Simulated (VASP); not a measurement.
# Lu (P6_3/mmc) in VASP: notebook

Runs on Lu. Level: PBEsol. Tasks: relaxation of cell and atoms.

Program: VASP 6.6.1. These are calculated values, not measurements. Logs are shortened: lines on timing, memory, paths and dates and some standing lists are left out, and cuts for length are marked.

### Step 1. The cell of the first run

It takes space group P6_3/mmc (No. 194, hexagonal). Conventional cell: a = 3.503 Å, b = 3.503 Å, c = 5.551 Å, α = 90.00°, β = 90.00°, γ = 120.00°. Within 4.5 Å of Lu (site symmetry -6m2) lie 12 Lu at 3.43 to 3.50 Å.

### Step 2. Relaxation of cell and atoms, PBEsol

Input file INCAR:

```
ALGO = Normal
EDIFF = 1E-7
EDIFFG = -0.03
ENCUT = 600
GGA = PS
IBRION = 2
ISIF = 3
ISMEAR = -1
LASPH = True
LCHARG = False
LREAL = False
LWAVE = False
NELM = 60
NSW = 80
PREC = Accurate
SIGMA = 0.1
```

Input file KPOINTS:

```
k-points
0
Gamma
  8 8 5
```

Input file POSCAR:

```
Lu
1.0
    3.5031000000      0.0000000000      0.0000000000
   -1.7515500000      3.0337735900      0.0000000000
    0.0000000000      0.0000000000      5.5509000000
Lu
2
Direct
    0.3333333300      0.6666666700      0.2500000000
    0.6666666700      0.3333333300      0.7500000000
```

Potentials or basis: VASP PAW PBE potentials, release 64 (Lu).

Started as:

```bash
cat potpaw_PBE.64/Lu/POTCAR > POTCAR
mpirun -np 1 vasp_std > vasp.out
```

OUTCAR:

```text
EDIFF = 1E-7
   EDIFFG = -0.03
   ENCUT = 600
   GGA = PS
   IBRION = 2
   ISIF = 3
   ISMEAR = -1
   LASPH = True
   LREAL = False
   NELM = 60
   NSW = 80
   PREC = Accurate

 ion  position               nearest neighbor table
   1  0.333  0.667  0.250-   2 3.43   2 3.43   2 3.43   2 3.43   2 3.43   2 3.43
   2  0.667  0.333  0.750-   1 3.43   1 3.43   1 3.43   1 3.43   1 3.43   1 3.43

  LATTYP: Found a hexagonal cell.
 ALAT       =     3.5031000000
 C/A-ratio  =     1.5845679541

  Lattice vectors:

 A1 = (   3.5031000000,   0.0000000000,   0.0000000000)
 A2 = (  -1.7515500000,   3.0337735900,   0.0000000000)
 A3 = (   0.0000000000,   0.0000000000,   5.5509000000)

Analysis of symmetry for initial positions (statically):
=====================================================================
 Subroutine PRICEL returns:
 Original cell was already a primitive cell.

 Routine SETGRP: Setting up the symmetry group for a
 hexagonal supercell.

 Subroutine GETGRP returns: Found 24 space group operations
 (whereof 12 operations were pure point group operations)
 out of a pool of 24 trial point group operations.

The static configuration has the point symmetry D_3d.
 The point group associated with its full space group is D_6h.

Analysis of symmetry for dynamics (positions and initial velocities):
=====================================================================
 Subroutine PRICEL returns:
 Original cell was already a primitive cell.

 Routine SETGRP: Setting up the symmetry group for a
 hexagonal supercell.

 Subroutine GETGRP returns: Found 24 space group operations
 (whereof 12 operations were pure point group operations)
 out of a pool of 24 trial point group operations.

The dynamic configuration has the point symmetry D_3d.
 The point group associated with its full space group is D_6h.

 Subroutine INISYM returns: Found 24 space group operations
 (whereof 12 operations are pure point group operations),
 and found     1 'primitive' translations

----------------------------------------------------------------------------------------

                                     Primitive cell

  volume of cell :      58.9928

  direct lattice vectors                    reciprocal lattice vectors
     3.503100000  0.000000000  0.000000000     0.285461448  0.164811244  0.000000000
    -1.751550000  3.033773590  0.000000000     0.000000000  0.329622488  0.000000000
[... 87 lines left out ...]
   EDIFFG = -.3E-01   stopping-criterion for IOM
   NSW    =     80    number of steps for IOM
   IBRION =      2    ionic relax: 0-MD 1-quasi-New 2-CG
   NFREE  =      1    steps in history (QN), initial steepest desc. (CG)
   ISIF   =      3    stress and relaxation
   ISYM   =      2    0-nonsym 1-usesym 2-fastsym
   POTIM  = 0.5000    time-step for ionic-motion
   TEBEG  =    0.0;   TEEND  =   0.0 temperature during run
   PSTRESS=    0.0 pullay stress
   NELECT =      50.0000    total number of electrons
   NUPDOWN=      -1.0000    fix difference up-down
   EMIN   =  10.00;   EMAX   =-10.00  energy-range for DOS
   EFERMI =   0.00;   METHOD = LEGACY
   ISMEAR =    -1;   SIGMA  =   0.10  broadening in eV -4-tet -1-fermi 0-gaus
   EFERMI_NEDOS =   21; number of points for ismear=-14 and -15
   IALGO  =     38    algorithm
   IMIX   =      4    mixing-type and parameters
     AMIX     =   0.40;   BMIX     =  1.00
     AMIX_MAG =   1.60;   BMIX_MAG =  1.00
  volume/ion in A,a.u.               =      29.50       199.05
  Fermi-wavevector in a.u.,A,eV,Ry     =   1.549287  2.927727 32.657919  2.400289
  Thomas-Fermi vector in A             =   2.654115
   LORBIT       =      0    0 simple, 1 ext, 2 COOP (PROOUT), +10 PAW based schemes
   GGA     = PS    functional components
   LHFCALC =     F    Hartree Fock is set to
   AEXX    =    0.0000 exact exchange contribution
   IVDW    =     0    specifies the selected vdW correction
   LEPSILON=     F    determine dielectric tensor
   LRPA    =     F    only Hartree local field effects (RPA)
 conjugate gradient relaxation of ions
 non-spin polarized calculation
  energy-cutoff  :      600.00
  volume of cell :       58.99
 maximum number of plane-waves:      1983
 NGX is ok and might be reduce to    28
   NGX = 13   NGY = 13   NGZ = 23

--------------------------------------- Ionic step        1  -------------------------------------------

 number of electron      50.0000005 magnetization

 Free energy of the ion-electron system (eV)
  ---------------------------------------------------
  ext. energy  EPLUGINS =         0.00000000
  ---------------------------------------------------
  free energy    TOTEN  =        -9.91702854 eV

  energy without entropy =       -9.80076327  energy(sigma->0) =       -9.85889591

------------------------ aborting loop because EDIFF is reached ----------------------------------------

  FORCE on cell =-STRESS in cart. coord.  units (eV):
  Direction    XX          YY          ZZ          XY          YZ          ZX
  --------------------------------------------------------------------------------------
  -------------------------------------------------------------------------------------
  Total       -0.9042071     -0.9042071     -1.2457204      0.0000000      0.0000000      0.0000000
  in kB      -24.5572295    -24.5572294    -33.8323408      0.0000000      0.0000000      0.0000000
  external PRESSURE =     -27.6489332 kB  Pullay stress =       0.0000000 kB
[... 239 lines left out ...]
--------------------------------------- Ionic step        8  -------------------------------------------

 number of electron      50.0000000 magnetization

 Free energy of the ion-electron system (eV)
  ---------------------------------------------------
  ext. energy  EPLUGINS =         0.00000000
  ---------------------------------------------------
  free energy    TOTEN  =        -9.95088287 eV

  energy without entropy =       -9.84023988  energy(sigma->0) =       -9.89556138

 E-fermi :   2.2546     XC(G=0): -11.0116

 val. band max:        2.2395624844   @ k =   0.2500   0.1250   0.0000
 cond. band min:       2.2999675079   @ k =   0.2500   0.1250   0.4000
 fundamental gap:      0.0604050235
 Fermi energy:         2.2545561314

 k-point     1 :       0.0000    0.0000    0.0000
  band No.  band energies     occupation
      1     -53.8053      2.00000
      2     -53.7595      2.00000
      3     -24.8131      2.00000
      4     -24.3023      2.00000
      5     -24.3023      2.00000
      6     -24.2008      2.00000
[... 781 lines left out ...]
     29       5.1726      0.00000
     30       6.1760      0.00000

 [... further k-points ...]
[... 5 lines left out ...]
  --------------------------------------------------------------------------------------
  -------------------------------------------------------------------------------------
  Total       -0.0467279     -0.0467279      0.0287869      0.0000000      0.0000000      0.0000000
  in kB       -1.3492680     -1.3492680      0.8312223      0.0000000      0.0000000      0.0000000
  external PRESSURE =      -0.6224379 kB  Pullay stress =       0.0000000 kB
[... 17 lines left out ...]
  FREE ENERGIE OF THE ION-ELECTRON SYSTEM (eV)
  ---------------------------------------------------
  free  energy   TOTEN  =        -9.9508828705 eV

  energy  without entropy=       -9.8402398814  energy(sigma->0) =       -9.89556138

 reached required accuracy - stopping structural energy minimisation
```

Run time: 12 min. Hardware: 1 thread of Intel Xeon 8259CL, shared host; peak memory 0.24 GiB.

What came out:

| Property | Result |
| --- | --- |
| Free energy | -9.9509 eV |
| Relaxed volume | 27.74 Å³/atom |
| Relaxed cell | a = 3.453 Å, b = 3.453 Å, c = 5.373 Å, α = 90.00°, β = 90.00°, γ = 120.00° |
| Space group after relaxing (to 0.05 Å) | P6_3/mmc (No. 194) |
| Energy gained by relaxing | 16.9 meV/atom |
| Ionic steps | 8 |
| Pressure after relaxing | -0.1 GPa |
| Band gap on the k mesh | zero (band 25 reaches 3.21 eV, above the bottom of band 26 at 1.60 eV) |

Step by step:
```
step  energy change (eV)  largest force (eV/Å)  pressure (GPa)  volume (Å³)
   1              0.0000                0.0000           -2.76        58.99
   2             -0.0322                0.0000            0.65        54.75
   3             -0.0334                0.0000            0.04        55.39
   4             -0.0338                0.0000            0.37        55.42
   5             -0.0339                0.0000            0.34        55.44
   6             -0.0336                0.0000           -0.18        55.63
   7             -0.0338                0.0000           -0.10        55.52
   8             -0.0339                0.0000           -0.06        55.49
```

Final structure:
```cif
data_structure
_symmetry_space_group_name_H-M 'P 1'
_symmetry_Int_Tables_number 1
_cell_length_a 3.4533
_cell_length_b 3.4533
_cell_length_c 5.3726
_cell_angle_alpha 90.000
_cell_angle_beta 90.000
_cell_angle_gamma 120.000
_cell_volume 55.49
loop_
_atom_site_label
_atom_site_type_symbol
_atom_site_fract_x
_atom_site_fract_y
_atom_site_fract_z
_atom_site_occupancy
Lu1 Lu 0.33333 0.66667 0.25000 1
Lu2 Lu 0.66667 0.33333 0.75000 1
```

Levels at points of the mesh, in eV from the Fermi level:
| k point | band 23 | band 24 | band 25 | band 26 | band 27 | band 28 |
| --- | --- | --- | --- | --- | --- | --- |
| (0.00, 0.00, 0.00) | -4.72 | -2.47 | 0.88 | 2.21 | 2.21 | 2.70 |
| (0.50, 0.00, 0.00) | -2.38 | -1.46 | -0.90 | -0.30 | 1.71 | 1.85 |

Caveat: the PAW data sets were made with another functional, which shifts forces and pressure a little; spin-orbit coupling is left out, which moves the levels of the heavy elements.

### Step 3. Relaxation of cell and atoms, PBEsol, target pressure 15 GPa, at which the enthalpy is minimised

Input file INCAR:

```
SYSTEM = Lu
PREC     = Accurate       ! precision mode
ENCUT    = 600            ! plane-wave cutoff, eV
EDIFF    = 1E-6           ! SCF threshold, eV
ISMEAR   = -1             ! smearing method
SIGMA    = 0.1            ! smearing width, eV
LREAL    = .False.        ! projectors in reciprocal space
LASPH    = .True.         ! aspherical terms in the spheres
NELM     = 60             ! most SCF steps
ALGO     = Normal         ! electronic algorithm
ISIF     = 3              ! what is computed and relaxed
LWAVE    = .False.        ! write WAVECAR
LCHARG   = .False.        ! write CHGCAR
GGA      = PS             ! functional
IBRION   = 2              ! ionic algorithm
NSW      = 80             ! ionic steps
EDIFFG   = -0.03          ! ionic threshold
PSTRESS  = 150.0
```

Input file KPOINTS:

```
Automatic mesh
0
Gamma
  8 8 5
  0 0 0
```

POSCAR is that of step 2.

Potentials or basis: VASP PAW PBE potentials, release 64 (Lu).

Started as:

```bash
cat potpaw_PBE.64/Lu/POTCAR > POTCAR
mpirun -np 1 vasp_std > vasp.out
```

Run time: 9.9 min. Hardware: 1 thread of Intel Xeon 8259CL, shared host; peak memory 0.24 GiB.

Results (log left out):

```
Free energy                                            : -9.5117 eV
Relaxed volume                                         : 22.29 Å³/atom
Relaxed cell                                           : a = 3.195 Å, b = 3.195 Å, c = 5.044 Å, α = 90.00°, β = 90.00°, γ = 120.00°
Space group after relaxing (to 0.05 Å)                 : P6_3/mmc (No. 194)
Energy change on relaxing (the enthalpy is what falls) : +202.7 meV/atom
Ionic steps                                            : 5
Pressure after relaxing                                : 15.1 GPa
Band gap on the k mesh                                 : zero (band 25 reaches 4.90 eV, above the bottom of band 26 at 2.66 eV)
```

Stress tensor (GPa, compression positive):
```
15.18  0.00  0.00
 0.00 15.18  0.00
 0.00  0.00 14.96
```

The path:
| step | energy change (eV) | largest force (eV/Å) | pressure (GPa) | volume (Å³) |
| --- | --- | --- | --- | --- |
| 1 | 0.0000 | 0.0000 | -2.77 | 58.99 |
| 2 | 2.0557 | 0.0000 | 47.47 | 35.23 |
| 3 | 0.3730 | 0.0000 | 13.92 | 44.94 |
| 4 | 0.4119 | 0.0000 | 15.08 | 44.51 |
| 5 | 0.4054 | 0.0000 | 15.11 | 44.58 |

Final structure:
```
Lu
1.0
     3.19464    0.00000    0.00000
    -1.59732    2.76664    0.00000
     0.00000    0.00000    5.04420
Lu
2
Direct
  0.33333 0.66667 0.25000
  0.66667 0.33333 0.75000
```

Levels at points of the mesh, in eV from the Fermi level:
| k point | band 23 | band 24 | band 25 | band 26 | band 27 | band 28 |
| --- | --- | --- | --- | --- | --- | --- |
| (0.00, 0.00, 0.00) | -4.39 | -2.94 | 1.74 | 2.40 | 2.40 | 2.83 |
| (0.50, 0.00, 0.00) | -2.47 | -1.99 | -1.39 | 0.26 | 2.00 | 2.11 |

Caveat: the cell is relaxed towards a set pressure, so the enthalpy falls and the energy may rise; the volume moved by over 15 % at a fixed basis, so the end points are rough; the PAW data sets were made with another functional, which shifts forces and pressure a little; spin-orbit coupling is left out, which moves the levels of the heavy elements.

### Step 4. Relaxation of cell and atoms, PBEsol, target pressure 30 GPa, at which the enthalpy is minimised

Input file INCAR:

```
SYSTEM = Lu
ALGO = Normal ; EDIFF = 1E-7
EDIFFG = -0.03 ; ENCUT = 600
GGA = PS ; IBRION = 2
ISIF = 3 ; ISMEAR = -1
LASPH = .TRUE. ; LCHARG = .FALSE.
LREAL = .FALSE. ; LWAVE = .FALSE.
NELM = 100 ; NSW = 80
PREC = Accurate ; PSTRESS = 300.0
SIGMA = 0.1
```

Input file KPOINTS:

```
k-points
0
G
  8 8 5
  0 0 0
```

POSCAR is that of step 3.

Started as:

```bash
cat potpaw_PBE.64/Lu/POTCAR > POTCAR
mpirun -np 1 vasp_std > vasp.out
```

Run time: 21 min. Hardware: 1 thread of Intel Xeon 8259CL, shared host; peak memory 0.25 GiB.

Results (log left out):

| Item | Value |
| --- | --- |
| Free energy | -8.7502 eV |
| Relaxed volume | 19.49 Å³/atom |
| Relaxed cell | a = 3.040 Å, b = 3.040 Å, c = 4.871 Å, α = 90.00°, β = 90.00°, γ = 120.00° |
| Space group after relaxing (to 0.05 Å) | P6_3/mmc (No. 194) |
| Energy change on relaxing (the enthalpy is what falls) | +583.4 meV/atom |
| Ionic steps | 10 |
| Pressure after relaxing | 30.0 GPa |
| Band gap on the k mesh | zero (band 25 reaches 6.22 eV, above the bottom of band 26 at 3.36 eV) |

Stress tensor (GPa, compression positive):
```
30.05  0.00  0.00
 0.00 30.05  0.00
 0.00  0.00 29.94
```

Step by step:
```csv
step,energy change (eV),largest force (eV/Å),pressure (GPa),volume (Å³)
1,0.0000,0.0000,-2.76,58.99
2,12.7792,0.0000,267.54,21.02
3,0.7546,0.0000,22.04,41.54
4,0.9907,0.0000,26.77,39.99
5,1.1582,0.0000,29.98,39.04
6,1.2239,0.0000,31.12,38.70
7,1.0955,0.0000,28.79,39.38
8,1.1421,0.0000,29.59,39.12
9,1.1592,0.0000,29.78,39.03
10,1.1669,0.0000,30.01,38.99
```

Final structure:
```yaml
crystal:
  lattice:
    - [3.03986, 0.00000, 0.00000]
    - [-1.51993, 2.63259, 0.00000]
    - [0.00000, 0.00000, 4.87150]
  atoms:
    - { symbol: Lu, position: [0.33333, 0.66667, 0.25000] }
    - { symbol: Lu, position: [0.66667, 0.33333, 0.75000] }
```

Levels at points of the mesh, in eV from the Fermi level:
| k point | band 21 | band 22 | band 23 | band 24 | band 25 | band 26 | band 27 | band 28 | band 29 | band 30 |
| --- | --- | --- | --- | --- | --- | --- | --- | --- | --- | --- |
| (0.00, 0.00, 0.00) | -4.34 | -4.30 | -4.29 | -3.27 | 2.44 | 2.49 | 2.49 | 2.77 | 3.58 | 3.58 |
| (0.50, 0.00, 0.00) | -4.34 | -4.30 | -2.53 | -2.45 | -1.77 | 0.86 | 2.10 | 2.34 | 3.29 | 9.00 |

Caveat: the cell is relaxed towards a set pressure, so the enthalpy falls and the energy may rise; the volume moved by over 15 % at a fixed basis, so the end points are rough; the PAW data sets were made with another functional, which shifts forces and pressure a little; spin-orbit coupling is left out, which moves the levels of the heavy elements.

### Step 5. Overview

| cell | gap on the mesh (eV) | pressure (GPa) |
| --- | --- | --- |
| relaxed | none | -0.1 |
| relaxed to 15 GPa | none | 15.1 |
| relaxed to 30 GPa | none | 30.0 |

Alike in all rows: task relaxation of cell and atoms; level PBEsol; potentials or basis VASP PAW PBE potentials, release 64 (Lu); no spin polarisation; k mesh 8 × 8 × 5; cutoff (eV) 600; smearing fermi-dirac 0.1 eV.

Caveats: the PAW data sets were made with another functional, which shifts forces and pressure a little; spin-orbit coupling is left out, which moves the levels of the heavy elements; the cell is relaxed towards a set pressure, so the enthalpy falls and the energy may rise (some runs); the volume moved by over 15 % at a fixed basis, so the end points are rough (some runs).

Total energies depend on the potentials used, so only differences within one code and one set of settings carry meaning.
